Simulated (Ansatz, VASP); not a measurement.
**Two plane-wave programs on Al2O3**

Contents of INCAR:

```
SYSTEM = Al2O3
PREC = Accurate
ENCUT = 520
EDIFF = 1E-6
ISMEAR = 0
SIGMA = 0.05
LREAL = .FALSE.
LASPH = .TRUE.
NELM = 80
ALGO = Normal
ISIF = 2
LWAVE = .FALSE.
LCHARG = .FALSE.
GGA = PE
IVDW = 12
NBANDS = 20
```

KPOINTS

```
regular mesh
0
G
  9 9 4
  0 0 0
```

POSCAR

```
Al2O3
1.0
    2.8099000000      0.0000000000      0.0000000000
   -1.4049500000      2.4334447821      0.0000000000
    0.0000000000      0.0000000000      7.7340000000
Al O
2 3
Direct
    0.0000000000      0.0000000000      0.1907358529
    0.0000000000      0.0000000000      0.8092641471
    0.3333333333      0.6666666667      0.2840924954
    0.6666666667      0.3333333333      0.0000000000
    0.3333333333      0.6666666667      0.7159075046
```

Input for Ansatz:

```yaml
crystal:
  lattice:
    - [2.8099, 0.0, 0.0]
    - [-1.40495, 2.4334447821, 0.0]
    - [0.0, 0.0, 7.734]
  atoms:
    - { symbol: Al, position: [0.0, 0.0, 0.1907358529] }
    - { symbol: Al, position: [0.0, 0.0, 0.8092641471] }
    - { symbol: O, position: [0.3333333333, 0.6666666667, 0.2840924954] }
    - { symbol: O, position: [0.6666666667, 0.3333333333, 0.0] }
    - { symbol: O, position: [0.3333333333, 0.6666666667, 0.7159075046] }
basis:
  ecutwfc: 520.0
kpoints:
  mp_grid: { grid: [9, 9, 4] }
hamiltonian:
  xc: pbe
  pseudopotentials: { kind: paw, azcp: { folder: soft_1 } }
  dispersion: d3bj
scf:
  occupations: { method: gaussian, width: 0.05 }
output:
  forces: true
  stress: true
  eigenvalues: true
```

Alike in both runs: task single point; functional PBE; dispersion D3(BJ); k mesh 9 × 9 × 4; occupations gaussian, width 0.05 eV; no spin polarisation.

|  | VASP | Ansatz |
| --- | --- | --- |
| version | VASP 6.6.1 | Ansatz 0.2.0 |
| potentials or method | VASP PAW PBE potentials, release 64 (Al, O), cutoff 520 eV | scalar-relativistic, plane waves, PAW |
| valence electrons in the cell | 24 | 24 |

```csv
,VASP,Ansatz,Ansatz less VASP
gap on the k mesh at the Fermi level (eV),5.04,5.04,-0.006
least direct gap on the mesh (eV),5.04,5.04,-0.006
pressure (GPa),1.8,1.7,-0.07
"traceless stress, the component that is largest in VASP (GPa)",-16.33,-16.04,+0.289
rms of the force components (eV/Å),0.378,0.389,+0.0111
```

Atom by atom the forces differ by 0.019 eV/Å (rms over components).
